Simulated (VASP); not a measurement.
# RbBr (Pm-3m) in VASP: notebook

The runs below take RbBr through relaxation of cell and atoms, with PBEsol.

All numbers are computed with VASP 6.6.1; they aren't measurements. Logs are shortened: lines on timing, memory, paths and dates and some standing lists are left out, and cuts for length are marked.

**1. The cell of the first run**

Symmetry: Pm-3m, No. 221, cubic system. Conventional cell: a = 4.070 Å, b = 4.070 Å, c = 4.070 Å, α = 90.00°, β = 90.00°, γ = 90.00°. Within 4.6 Å of Rb (site symmetry m-3m) lie 8 Br at 3.52 Å and 6 Rb at 4.07 Å. Within 4.6 Å of Br (site symmetry m-3m) lie 8 Rb at 3.52 Å and 6 Br at 4.07 Å.

**2. Relaxation of cell and atoms, PBEsol, target pressure 7 GPa, at which the enthalpy is minimised**

INCAR

```
PREC = Accurate
ENCUT = 600
EDIFF = 1E-7
ISMEAR = 0
SIGMA = 0.01
LREAL = False
LASPH = True
NELM = 100
ALGO = Normal
ISIF = 3
LWAVE = False
LCHARG = False
GGA = PS
IBRION = 2
NSW = 100
EDIFFG = -0.002
PSTRESS = 70.0
```

KPOINTS

```
Automatic mesh
0
Gamma
  6 6 6
```

POSCAR

```
RbBr
1.0
    4.0700891042      0.0000000000      0.0000000000
    0.0000000000      4.0700891042      0.0000000000
    0.0000000000      0.0000000000      4.0700891042
Rb Br
1 1
Direct
    0.0000000000      0.0000000000      0.0000000000
    0.5000000000      0.5000000000      0.5000000000
```

Potentials or basis: VASP PAW PBE potentials, release 64 (Rb_sv, Br).

The run is started by

```console
cat potpaw_PBE.64/Rb_sv/POTCAR potpaw_PBE.64/Br/POTCAR > POTCAR
mpirun -np 1 vasp_std > vasp.out
```

OUTCAR:

```text
PREC = Accurate
   ENCUT = 600
   EDIFF = 1E-7
   ISMEAR = 0
   LREAL = False
   LASPH = True
   NELM = 100
   ISIF = 3
   GGA = PS
   IBRION = 2
   NSW = 100
   EDIFFG = -0.002
   PSTRESS = 70.0

 ion  position               nearest neighbor table
   1  0.000  0.000  0.000-   2 3.52   2 3.52   2 3.52   2 3.52   2 3.52   2 3.52   2 3.52   2 3.52

   2  0.500  0.500  0.500-   1 3.52   1 3.52   1 3.52   1 3.52   1 3.52   1 3.52   1 3.52   1 3.52

  LATTYP: Found a simple cubic cell.
 ALAT       =     4.0700891042

  Lattice vectors:

 A1 = (   4.0700891042,   0.0000000000,   0.0000000000)
 A2 = (   0.0000000000,   4.0700891042,   0.0000000000)
 A3 = (   0.0000000000,   0.0000000000,   4.0700891042)

Analysis of symmetry for initial positions (statically):
=====================================================================
 Subroutine PRICEL returns:
 Original cell was already a primitive cell.

 Routine SETGRP: Setting up the symmetry group for a
 simple cubic supercell.

 Subroutine GETGRP returns: Found 48 space group operations
 (whereof 48 operations were pure point group operations)
 out of a pool of 48 trial point group operations.

The static configuration has the point symmetry O_h .

Analysis of symmetry for dynamics (positions and initial velocities):
=====================================================================
 Subroutine PRICEL returns:
 Original cell was already a primitive cell.

 Routine SETGRP: Setting up the symmetry group for a
 simple cubic supercell.

 Subroutine GETGRP returns: Found 48 space group operations
 (whereof 48 operations were pure point group operations)
 out of a pool of 48 trial point group operations.

The dynamic configuration has the point symmetry O_h .

 Subroutine INISYM returns: Found 48 space group operations
 (whereof 48 operations are pure point group operations),
 and found     1 'primitive' translations

----------------------------------------------------------------------------------------

                                     Primitive cell

  volume of cell :      67.4236

  direct lattice vectors                    reciprocal lattice vectors
     4.070089104  0.000000000  0.000000000     0.245694867  0.000000000  0.000000000
     0.000000000  4.070089104  0.000000000     0.000000000  0.245694867  0.000000000
     0.000000000  0.000000000  4.070089104     0.000000000  0.000000000  0.245694867

  length of vectors
     4.070089104  4.070089104  4.070089104     0.245694867  0.245694867  0.245694867

  position of ions in fractional coordinates (direct lattice)
     0.000000000  0.000000000  0.000000000
     0.500000000  0.500000000  0.500000000

  ion indices of the primitive-cell ions
   primitive index   ion index
[... 62 lines left out ...]
   ICHARG =      2    charge: 1-file 2-atom 10-const
   ISPIN  =      1    spin polarized calculation?
   LNONCOLLINEAR =      F non collinear calculations
   LSORBIT =      F    spin-orbit coupling
   LASPH  =      T    aspherical Exc in radial PAW
   ENCUT  =  600.0 eV  44.10 Ry    6.64 a.u.   8.13  8.13  8.13*2*pi/ulx,y,z
   NELM   =    100;   NELMIN=  2; NELMDL= -5     # of ELM steps
   EDIFF  = 0.1E-06   stopping-criterion for ELM
   LREAL  =      F    real-space projection
   EDIFFG = -.2E-02   stopping-criterion for IOM
   NSW    =    100    number of steps for IOM
   IBRION =      2    ionic relax: 0-MD 1-quasi-New 2-CG
   NFREE  =      1    steps in history (QN), initial steepest desc. (CG)
   ISIF   =      3    stress and relaxation
   ISYM   =      2    0-nonsym 1-usesym 2-fastsym
   POTIM  = 0.5000    time-step for ionic-motion
   TEBEG  =    0.0;   TEEND  =   0.0 temperature during run
   PSTRESS=   70.0 pullay stress
   NELECT =      16.0000    total number of electrons
   NUPDOWN=      -1.0000    fix difference up-down
   EMIN   =  10.00;   EMAX   =-10.00  energy-range for DOS
   EFERMI =   0.00;   METHOD = LEGACY
   ISMEAR =     0;   SIGMA  =   0.01  broadening in eV -4-tet -1-fermi 0-gaus
   EFERMI_NEDOS =   21; number of points for ismear=-14 and -15
   IALGO  =     38    algorithm
   IMIX   =      4    mixing-type and parameters
     AMIX     =   0.40;   BMIX     =  1.00
     AMIX_MAG =   1.60;   BMIX_MAG =  1.00
  volume/ion in A,a.u.               =      33.71       227.50
  Fermi-wavevector in a.u.,A,eV,Ry     =   1.013548  1.915328 13.976982  1.027279
  Thomas-Fermi vector in A             =   2.146723
   LORBIT       =      0    0 simple, 1 ext, 2 COOP (PROOUT), +10 PAW based schemes
   GGA     = PS    functional components
   LHFCALC =     F    Hartree Fock is set to
   AEXX    =    0.0000 exact exchange contribution
   IVDW    =     0    specifies the selected vdW correction
   LEPSILON=     F    determine dielectric tensor
   LRPA    =     F    only Hartree local field effects (RPA)
 conjugate gradient relaxation of ions
 non-spin polarized calculation
 Gauss-broadening in eV      SIGMA  =   0.01
  energy-cutoff  :      600.00
  volume of cell :       67.42
 maximum number of plane-waves:      2301
 NGX is ok and might be reduce to    36
   NGX = 17   NGY = 17   NGZ = 17

--------------------------------------- Ionic step        1  -------------------------------------------

 number of electron      16.0000000 magnetization

 Free energy of the ion-electron system (eV)
  ---------------------------------------------------
  ext. energy  EPLUGINS =         0.00000000
  ---------------------------------------------------
  free energy    TOTEN  =        -6.30101418 eV

  energy without entropy =       -6.30101418  energy(sigma->0) =       -6.30101418

 E-fermi :  -0.4491     XC(G=0):  -8.3003

 val. band max:       -0.5679236784   @ k =   0.5000   0.5000   0.0000
 cond. band min:       3.4719394531   @ k =   0.0000   0.0000   0.0000
 fundamental gap:      4.0398631315
 Fermi energy:        -0.4491187823

 k-point     1 :       0.0000    0.0000    0.0000
  band No.  band energies     occupation
      1     -25.5406      2.00000
      2     -13.2768      2.00000
      3      -9.5263      2.00000
      4      -9.5263      2.00000
      5      -9.5263      2.00000
      6      -0.7259      2.00000
      7      -0.7259      2.00000
      8      -0.7259      2.00000
      9       3.4719      0.00000
     10       4.8374      0.00000
     11       4.8374      0.00000
     12       9.4423      0.00000
[... 472 lines left out ...]
--------------------------------------- Ionic step        6  -------------------------------------------

 number of electron      15.9999999 magnetization

 Free energy of the ion-electron system (eV)
  ---------------------------------------------------
  ext. energy  EPLUGINS =         0.00000000
  ---------------------------------------------------
  free energy    TOTEN  =        -6.06152124 eV

  energy without entropy =       -6.06152124  energy(sigma->0) =       -6.06152124

 E-fermi :   0.8084     XC(G=0):  -9.3272

 val. band max:        0.7491026128   @ k =   0.5000   0.5000   0.0000
 cond. band min:       5.6930657983   @ k =   0.0000   0.0000   0.0000
 fundamental gap:      4.9439631855
 Fermi energy:         0.8083793394

 k-point     1 :       0.0000    0.0000    0.0000
  band No.  band energies     occupation
      1     -24.0569      2.00000
      2     -12.4383      2.00000
      3      -7.9834      2.00000
      4      -7.9834      2.00000
      5      -7.9834      2.00000
      6       0.6215      2.00000
      7       0.6215      2.00000
      8       0.6215      2.00000
      9       5.6931      0.00000
     10       5.6931      0.00000
     11       5.7659      0.00000
     12      11.2984      0.00000
[... 316 lines left out ...]
  energy  without entropy=       -6.0615212406  energy(sigma->0) =       -6.06152124

  enthalpy is  TOTEN    =        -3.7059450101 eV   P V=        2.3555762306

 reached required accuracy - stopping structural energy minimisation
```

CONTCAR:

```text
RbBr
   1.00000000000000
     3.7777791779877412   -0.0000000000000000    0.0000000000000000
     0.0000000000000000    3.7777791779877417   -0.0000000000000000
     0.0000000000000000    0.0000000000000000    3.7777791779877412
  Rb              Br
     1     1
Direct
     1.0000000000000000    0.0000000000000000    0.0000000000000000
     0.5000000000000000    0.5000000000000000    0.5000000000000000

  0.00000000E+00  0.00000000E+00  0.00000000E+00
  0.00000000E+00  0.00000000E+00  0.00000000E+00
```

Wall time 28 s (1 thread of Intel Xeon 6975P-C (Granite Rapids), shared host); peak memory 0.22 GiB.

What came out:

* Free energy: -6.0615 eV
* Relaxed volume: 26.96 Å³/atom
* Relaxed cell: a = 3.778 Å, b = 3.778 Å, c = 3.778 Å, α = 90.00°, β = 90.00°, γ = 90.00°
* Space group after relaxing (to 0.1 Å): Pm-3m (No. 221)
* Energy change on relaxing (the run minimises the enthalpy): +119.7 meV/atom
* Ionic steps: 6
* Pressure after relaxing: 7.0 GPa
* Band gap on the k mesh: 4.94 eV (least direct gap 5.07 eV)

The path:
```csv
step,energy change (eV),largest force (eV/Å),pressure (GPa),volume (Å³)
1,0.0000,0.0000,0.09,67.42
2,0.2271,0.0000,6.73,54.20
3,0.2395,0.0000,6.99,53.92
4,0.2395,0.0000,6.99,53.92
5,0.2395,0.0000,6.99,53.92
6,0.2395,0.0000,6.99,53.92
```

Final structure:
```cif
data_structure
_symmetry_space_group_name_H-M 'P 1'
_symmetry_Int_Tables_number 1
_cell_length_a 3.7778
_cell_length_b 3.7778
_cell_length_c 3.7778
_cell_angle_alpha 90.000
_cell_angle_beta 90.000
_cell_angle_gamma 90.000
_cell_volume 53.92
loop_
_atom_site_label
_atom_site_type_symbol
_atom_site_fract_x
_atom_site_fract_y
_atom_site_fract_z
_atom_site_occupancy
Rb1 Rb 0.00000 0.00000 0.00000 1
Br1 Br 0.50000 0.50000 0.50000 1
```

Caveat: the cell is relaxed towards a set pressure, so the run minimises the enthalpy, not the energy; the volume moved by over 15 % at a fixed basis, so the end points are rough; the PAW data sets were made with another functional, which shifts forces and pressure a little. A k mesh can miss the band edges.

**3. Relaxation of cell and atoms, PBEsol, target pressure 10 GPa, at which the enthalpy is minimised**

INCAR

```
PREC = Accurate
ENCUT = 600
EDIFF = 1E-6
ISMEAR = 0
SIGMA = 0.01
LREAL = F
LASPH = T
NELM = 100
ALGO = Normal
ISIF = 3
LWAVE = F
LCHARG = F
GGA = PS
IBRION = 2
NSW = 100
EDIFFG = -0.002
PSTRESS = 100.0
```

KPOINTS

```
regular mesh
0
Gamma
  6 6 6
```

POSCAR is that of step 2.

Potentials or basis: VASP PAW PBE potentials, release 64 (Rb_sv, Br).

The run is started by

```console
cat potpaw_PBE.64/Rb_sv/POTCAR potpaw_PBE.64/Br/POTCAR > POTCAR
mpirun -np 1 vasp_std > vasp.out
```

It took 63 s on 1 thread of Intel Xeon 6975P-C (Granite Rapids), shared host; peak memory 0.21 GiB.

It converged, with:

- Free energy: -5.9084 eV
- Relaxed volume: 25.50 Å³/atom
- Relaxed cell: a = 3.709 Å, b = 3.709 Å, c = 3.709 Å, α = 90.00°, β = 90.00°, γ = 90.00°
- Space group after relaxing (to 0.1 Å): Pm-3m (No. 221)
- Energy change on relaxing (the run minimises the enthalpy): +196.3 meV/atom
- Ionic steps: 16
- Pressure after relaxing: 10.0 GPa
- Band gap on the k mesh: 4.79 eV (least direct gap 4.89 eV)

The path:
```csv
step,energy change (eV),largest force (eV/Å),pressure (GPa),volume (Å³)
1,0.0000,0.0000,0.09,67.42
2,0.5297,0.0000,12.56,49.05
3,0.3949,0.0000,10.05,50.97
4,0.3765,0.0000,9.70,51.27
5,0.3770,0.0000,9.70,51.26
6,0.3784,0.0000,9.73,51.23
7,0.3785,0.0000,9.73,51.23
8,0.3785,0.0000,9.73,51.23
9,0.3786,0.0000,9.73,51.23
10,0.3789,0.0000,9.72,51.23
11,0.3794,0.0000,9.75,51.22
12,0.3804,0.0000,9.77,51.20
13,0.3824,0.0000,9.80,51.17
14,0.3863,0.0000,9.88,51.10
15,0.3944,0.0000,10.04,50.97
16,0.3926,0.0000,10.01,51.00
```

Final structure:
```
Rb Br
1.0
     3.70852    0.00000    0.00000
     0.00000    3.70852    0.00000
     0.00000    0.00000    3.70852
Rb Br
1 1
Cartesian
  0.0000 0.0000 0.0000
  1.8543 1.8543 1.8543
```

Levels at points of the mesh, in eV from the valence-band top:
| k point | band 4 | band 5 | band 6 | band 7 | band 8 | band 9 | band 10 | band 11 | band 12 |
| --- | --- | --- | --- | --- | --- | --- | --- | --- | --- |
| (0.00, 0.00, 0.00) | -8.71 | -8.71 | -0.11 | -0.11 | -0.11 | 4.79 | 4.79 | 5.33 | 10.67 |
| (0.50, 0.00, 0.00) | -8.55 | -8.55 | -2.77 | -0.47 | -0.47 | 6.59 | 8.43 | 8.69 | 9.41 |
| (0.50, 0.50, 0.00) | -9.55 | -8.45 | -1.37 | -1.37 | 0.00 | 5.12 | 6.29 | 7.93 | 7.93 |
| (0.50, 0.50, 0.50) | -9.24 | -9.24 | -2.40 | -2.40 | -2.40 | 9.36 | 9.36 | 9.36 | 11.07 |

Caveat: the cell is relaxed towards a set pressure, so the run minimises the enthalpy, not the energy; the volume moved by over 15 % at a fixed basis, so the end points are rough; the PAW data sets were made with another functional, which shifts forces and pressure a little.

**4. Relaxation of cell and atoms, PBEsol, target pressure 15 GPa, at which the enthalpy is minimised**

INCAR

```
SYSTEM = RbBr
PREC     = Accurate       ! precision mode
ENCUT    = 600            ! plane-wave cutoff, eV
EDIFF    = 1E-6           ! SCF threshold, eV
ISMEAR   = 0              ! smearing method
SIGMA    = 0.01           ! smearing width, eV
LREAL    = .False.        ! projectors in reciprocal space
LASPH    = .True.         ! aspherical terms in the spheres
NELM     = 60             ! most SCF steps
ALGO     = Normal         ! electronic algorithm
ISIF     = 3              ! what is computed and relaxed
LWAVE    = .False.        ! write WAVECAR
LCHARG   = .False.        ! write CHGCAR
GGA      = PS             ! functional
IBRION   = 2              ! ionic algorithm
NSW      = 100            ! ionic steps
EDIFFG   = -0.002         ! ionic threshold
PSTRESS  = 150.0
```

KPOINTS

```
Automatic mesh
0
Gamma
  6 6 6
  0 0 0
```

POSCAR is that of step 3.

The run is started by

```console
cat potpaw_PBE.64/Rb_sv/POTCAR potpaw_PBE.64/Br/POTCAR > POTCAR
mpirun -np 1 vasp_std > vasp.out
```

Wall time 45 s (1 thread of Intel Xeon 6975P-C (Granite Rapids), shared host); peak memory 0.21 GiB.

Results (log left out):

```yaml
Free_energy: -5.6369 eV
Relaxed_volume: 23.74 Å³/atom
Relaxed_cell: a = 3.621 Å, b = 3.621 Å, c = 3.621 Å, α = 90.00°, β = 90.00°, γ = 90.00°
Space_group_after_relaxing_to_0.1_Å: Pm-3m (No. 221)
Energy_change_on_relaxing_the_run_minimises_the_enthalpy: +332.1 meV/atom
Ionic_steps: 6
Pressure_after_relaxing: 15.0 GPa
Band_gap_on_the_k_mesh: 4.56 eV (least direct gap 4.62 eV)
```

The path:
| step | energy change (eV) | largest force (eV/Å) | pressure (GPa) | volume (Å³) |
| --- | --- | --- | --- | --- |
| 1 | 0.0000 | 0.0000 | 0.09 | 67.42 |
| 2 | 1.5121 | 0.0000 | 29.89 | 41.20 |
| 3 | 0.6503 | 0.0000 | 14.76 | 47.63 |
| 4 | 0.6832 | 0.0000 | 15.36 | 47.28 |
| 5 | 0.6511 | 0.0000 | 14.77 | 47.62 |
| 6 | 0.6641 | 0.0000 | 15.01 | 47.48 |

Final structure:
```yaml
crystal:
  lattice:
    - [3.62114, 0.00000, 0.00000]
    - [0.00000, 3.62114, 0.00000]
    - [0.00000, 0.00000, 3.62114]
  atoms:
    - { symbol: Rb, position: [0.00000, 0.00000, 0.00000] }
    - { symbol: Br, position: [0.50000, 0.50000, 0.50000] }
```

Levels at points of the mesh, in eV from the valence-band top:
```
           k point  band 5  band 6  band 7  band 8  band 9  band 10  band 11  band 12
(0.00, 0.00, 0.00)   -8.71   -0.07   -0.07   -0.07    4.56     4.56     5.80    10.82
(0.50, 0.00, 0.00)   -8.50   -3.04   -0.54   -0.54    6.48     8.34     9.17     9.86
(0.50, 0.50, 0.00)   -8.38   -1.41   -1.41    0.00    5.07     6.33     7.89     7.89
(0.50, 0.50, 0.50)   -9.33   -2.71   -2.71   -2.71    9.72     9.72     9.72    11.54
```

Caveat: the cell is relaxed towards a set pressure, so the run minimises the enthalpy, not the energy; the volume moved by over 15 % at a fixed basis, so the end points are rough; the PAW data sets were made with another functional, which shifts forces and pressure a little.

**5. Summary**

```tsv
cell	gap on the mesh (eV)	pressure (GPa)
relaxed to 7 GPa	4.94	7.0
relaxed to 10 GPa	4.79	10.0
relaxed to 15 GPa	4.56	15.0
```

Alike in all rows: task relaxation of cell and atoms; level PBEsol; potentials or basis VASP PAW PBE potentials, release 64 (Rb_sv, Br); no spin polarisation; k mesh 6 × 6 × 6; cutoff (eV) 600; smearing gaussian 0.01 eV.

Caveats: the cell is relaxed towards a set pressure, so the run minimises the enthalpy, not the energy; the volume moved by over 15 % at a fixed basis, so the end points are rough; the PAW data sets were made with another functional, which shifts forces and pressure a little.

Total energies depend on the potentials used, so only differences within one code and one set of settings carry meaning.
